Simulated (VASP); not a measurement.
# I2 in VASP: single point with RPBE

Aim: the single point of I2 with RPBE.

Program: VASP 6.6.1. These are calculated values, not measurements. Logs are shortened: lines on timing, memory, paths and dates and some standing lists are left out, and cuts for length are marked.

## (1) The cell of the first run

The cell holds a molecule in a box, 2 atoms: a = 12.000 Å, b = 12.300 Å, c = 12.600 Å, α = 90.00°, β = 90.00°, γ = 90.00°.

## (2) Single point, RPBE

File INCAR:

```
  PREC = Accurate
  ENCUT = 520
  EDIFF = 1E-6
  ISMEAR = -1
  SIGMA = 0.01
  LREAL = False
  LASPH = True
  NELM = 60
  ALGO = Normal
  ISIF = 2
  LWAVE = False
  LCHARG = False
  GGA = RP
  NBANDS = 14
```

File KPOINTS:

```
regular mesh
0
Gamma
  1 1 1
```

File POSCAR:

```
I
1.0
   12.0000000000      0.0000000000      0.0000000000
    0.0000000000     12.3000000000      0.0000000000
    0.0000000000      0.0000000000     12.6000000000
I
2
Direct
    0.5000000000      0.5000000000      0.3929143709
    0.5000000000      0.5000000000      0.6070856291
```

Potentials or basis: VASP PAW PBE potentials, release 64 (I).

Launch:

```console
$ cat potpaw_PBE.64/I/POTCAR > POTCAR
$ mpirun -np 1 vasp_gam > vasp.out
```

OUTCAR:

```text
PREC = Accurate
   ENCUT = 520
   EDIFF = 1E-6
   ISMEAR = -1
   LREAL = False
   LASPH = True
   NELM = 60
   ISIF = 2
   GGA = RP

 ion  position               nearest neighbor table
   1  0.500  0.500  0.393-   2 2.70
   2  0.500  0.500  0.607-   1 2.70

  LATTYP: Found a simple orthorhombic cell.
 ALAT       =    12.0000000000
 B/A-ratio  =     1.0250000000
 C/A-ratio  =     1.0500000000

  Lattice vectors:

 A1 = (  12.0000000000,   0.0000000000,   0.0000000000)
 A2 = (   0.0000000000,  12.3000000000,   0.0000000000)
 A3 = (   0.0000000000,   0.0000000000,  12.6000000000)

Analysis of symmetry for initial positions (statically):
=====================================================================
 Subroutine PRICEL returns:
 Original cell was already a primitive cell.

 Routine SETGRP: Setting up the symmetry group for a
 simple orthorhombic supercell.

 Subroutine GETGRP returns: Found  8 space group operations
 (whereof  8 operations were pure point group operations)
 out of a pool of  8 trial point group operations.

The static configuration has the point symmetry D_2h.

Analysis of symmetry for dynamics (positions and initial velocities):
=====================================================================
 Subroutine PRICEL returns:
 Original cell was already a primitive cell.

 Routine SETGRP: Setting up the symmetry group for a
 simple orthorhombic supercell.

 Subroutine GETGRP returns: Found  8 space group operations
 (whereof  8 operations were pure point group operations)
 out of a pool of  8 trial point group operations.

The dynamic configuration has the point symmetry D_2h.

 Subroutine INISYM returns: Found  8 space group operations
 (whereof  8 operations are pure point group operations),
 and found     1 'primitive' translations

----------------------------------------------------------------------------------------

                                     Primitive cell

  volume of cell :    1859.7600

  direct lattice vectors                    reciprocal lattice vectors
    12.000000000  0.000000000  0.000000000     0.083333333  0.000000000  0.000000000
     0.000000000 12.300000000  0.000000000     0.000000000  0.081300813  0.000000000
     0.000000000  0.000000000 12.600000000     0.000000000  0.000000000  0.079365079

  length of vectors
    12.000000000 12.300000000 12.600000000     0.083333333  0.081300813  0.079365079

  position of ions in fractional coordinates (direct lattice)
     0.500000000  0.500000000  0.392914371
     0.500000000  0.500000000  0.607085629

  ion indices of the primitive-cell ions
   primitive index   ion index
                 1           1
                 2           2

----------------------------------------------------------------------------------------

 KPOINTS: regular mesh

Automatic generation of k-mesh.
 Grid dimensions read from file:
 generate k-points for:    1    1    1

 Generating k-lattice:

  Cartesian coordinates                     Fractional coordinates (reciprocal lattice)
     0.083333333  0.000000000  0.000000000     1.000000000  0.000000000  0.000000000
     0.000000000  0.081300813  0.000000000     0.000000000  1.000000000  0.000000000
     0.000000000  0.000000000  0.079365079     0.000000000  0.000000000  1.000000000

  Length of vectors
     0.083333333  0.081300813  0.079365079

  Shift w.r.t. Gamma in fractional coordinates (k-lattice)
     0.000000000  0.000000000  0.000000000

 Subroutine IBZKPT returns following result:
 ===========================================

 Found      1 irreducible k-points:

 Following reciprocal coordinates:
            Coordinates               Weight
  0.000000  0.000000  0.000000      1.000000
   k-points           NKPTS =      1   k-points in BZ     NKDIM =      1   number of bands    NBANDS=     14
   number of dos      NEDOS =    301   number of ions     NIONS =      2
   total plane-waves  NPLWV = 829440
   dimension x,y,z NGX =    90 NGY =   96 NGZ =   96
   dimension x,y,z NGXF=   180 NGYF=  192 NGZF=  192
   ions per type =               2
   NGX,Y,Z   is equivalent  to a cutoff of  12.47, 12.98, 12.67 a.u.
   NGXF,Y,Z  is equivalent  to a cutoff of  24.94, 25.95, 25.33 a.u.
 SYSTEM =  unknown system
   PREC   = accura    normal or accurate (medium, high low for compatibility)
   ISTART =      0    job   : 0-new  1-cont  2-samecut
   ICHARG =      2    charge: 1-file 2-atom 10-const
   ISPIN  =      1    spin polarized calculation?
   LNONCOLLINEAR =      F non collinear calculations
   LSORBIT =      F    spin-orbit coupling
   LASPH  =      T    aspherical Exc in radial PAW
   ENCUT  =  520.0 eV  38.22 Ry    6.18 a.u.  22.31 22.87 23.43*2*pi/ulx,y,z
   NELM   =     60;   NELMIN=  2; NELMDL= -5     # of ELM steps
   EDIFF  = 0.1E-05   stopping-criterion for ELM
   LREAL  =      F    real-space projection
   EDIFFG = 0.1E-04   stopping-criterion for IOM
   NSW    =      0    number of steps for IOM
   IBRION =     -1    ionic relax: 0-MD 1-quasi-New 2-CG
   NFREE  =      0    steps in history (QN), initial steepest desc. (CG)
   ISIF   =      2    stress and relaxation
   ISYM   =      2    0-nonsym 1-usesym 2-fastsym
   POTIM  = 0.5000    time-step for ionic-motion
   TEBEG  =    0.0;   TEEND  =   0.0 temperature during run
   PSTRESS=    0.0 pullay stress
   NELECT =      14.0000    total number of electrons
   NUPDOWN=      -1.0000    fix difference up-down
   EMIN   =  10.00;   EMAX   =-10.00  energy-range for DOS
   EFERMI =   0.00;   METHOD = LEGACY
   ISMEAR =    -1;   SIGMA  =   0.01  broadening in eV -4-tet -1-fermi 0-gaus
   EFERMI_NEDOS =   21; number of points for ismear=-14 and -15
   IALGO  =     38    algorithm
   IMIX   =      4    mixing-type and parameters
     AMIX     =   0.40;   BMIX     =  1.00
     AMIX_MAG =   1.60;   BMIX_MAG =  1.00
  volume/ion in A,a.u.               =     929.88      6275.14
  Fermi-wavevector in a.u.,A,eV,Ry     =   0.320847  0.606314  1.400625  0.102943
  Thomas-Fermi vector in A             =   1.207823
   LORBIT       =      0    0 simple, 1 ext, 2 COOP (PROOUT), +10 PAW based schemes
   GGA     = RP    functional components
   LHFCALC =     F    Hartree Fock is set to
   AEXX    =    0.0000 exact exchange contribution
   IVDW    =     0    specifies the selected vdW correction
   LEPSILON=     F    determine dielectric tensor
   LRPA    =     F    only Hartree local field effects (RPA)
 non-spin polarized calculation
  energy-cutoff  :      520.00
  volume of cell :     1859.76
 maximum number of plane-waves:     25042
 NGX is ok and might be reduce to    90
   NGX = 45   NGY = 45   NGZ = 47

 number of electron      14.0000003 magnetization

 Free energy of the ion-electron system (eV)
  ---------------------------------------------------
  ext. energy  EPLUGINS =         0.00000000
  ---------------------------------------------------
  free energy    TOTEN  =        -2.50967100 eV

  energy without entropy =       -2.50967100  energy(sigma->0) =       -2.50967100

 E-fermi :  -5.6094     XC(G=0):  -0.8276

 val. band max:       -5.8823601374   @ k =   0.0000   0.0000   0.0000
 cond. band min:      -4.0731320733   @ k =   0.0000   0.0000   0.0000
 fundamental gap:      1.8092280641
 Fermi energy:        -5.6093756224

 k-point     1 :       0.0000    0.0000    0.0000
  band No.  band energies     occupation
      1     -18.3519      2.00000
      2     -16.2508      2.00000
      3      -9.1394      2.00000
      4      -7.4219      2.00000
      5      -7.4219      2.00000
      6      -5.8824      2.00000
      7      -5.8824      2.00000
      8      -4.0731      0.00000
      9      -0.4098      0.00000
     10       0.5433      0.00000
     11       0.6233      0.00000
     12       0.7450      0.00000
     13       0.7797      0.00000
     14       0.8032      0.00000

------------------------ aborting loop because EDIFF is reached ----------------------------------------

  FORCE on cell =-STRESS in cart. coord.  units (eV):
  Direction    XX          YY          ZZ          XY          YZ          ZX
  --------------------------------------------------------------------------------------
  -------------------------------------------------------------------------------------
  Total        0.0002158     -0.0001641     -0.0612616      0.0000000      0.0000000      0.0000000
  in kB        0.0001860     -0.0001414     -0.0527767      0.0000000      0.0000000      0.0000000
  external PRESSURE =      -0.0175774 kB  Pullay stress =       0.0000000 kB

 VOLUME and BASIS-vectors are now :
 -----------------------------------------------------------------------------
  energy-cutoff  :      520.00
  volume of cell :     1859.76
      direct lattice vectors                 reciprocal lattice vectors
    12.000000000  0.000000000  0.000000000     0.083333333  0.000000000  0.000000000
     0.000000000 12.300000000  0.000000000     0.000000000  0.081300813  0.000000000
     0.000000000  0.000000000 12.600000000     0.000000000  0.000000000  0.079365079

 POSITION                                       TOTAL-FORCE (eV/Angst)
 -----------------------------------------------------------------------------------
      6.00000      6.15000      4.95072         0.000000      0.000000      0.023754
      6.00000      6.15000      7.64928         0.000000      0.000000     -0.023754
 -----------------------------------------------------------------------------------
    total drift:                                0.000000     -0.000000      0.000000

  FREE ENERGIE OF THE ION-ELECTRON SYSTEM (eV)
  ---------------------------------------------------
  free  energy   TOTEN  =        -2.5096709967 eV

  energy  without entropy=       -2.5096709967  energy(sigma->0) =       -2.50967100
```

It used 100 s of CPU time on 1 thread of Intel Xeon 6975P-C (shared host).

What came out:

```
Free energy                     : -2.5097 eV
Largest force                   : 0.024 eV/Å
Gap between the frontier levels : 1.81 eV
```

Forces in eV/Å, atoms in the order of the input:
```
I    0.000  0.000  0.024
I    0.000  0.000 -0.024
```

Levels at points of the mesh, in eV from the valence-band top:
```csv
k point,band 4,band 5,band 6,band 7,band 8,band 9,band 10,band 11
"(0.00, 0.00, 0.00)",-1.54,-1.54,0.00,0.00,1.81,5.47,6.43,6.51
```

Caveat: the PAW data sets were made with another functional, which shifts forces and pressure a little; spin-orbit coupling is left out, which moves the levels of the heavy elements.
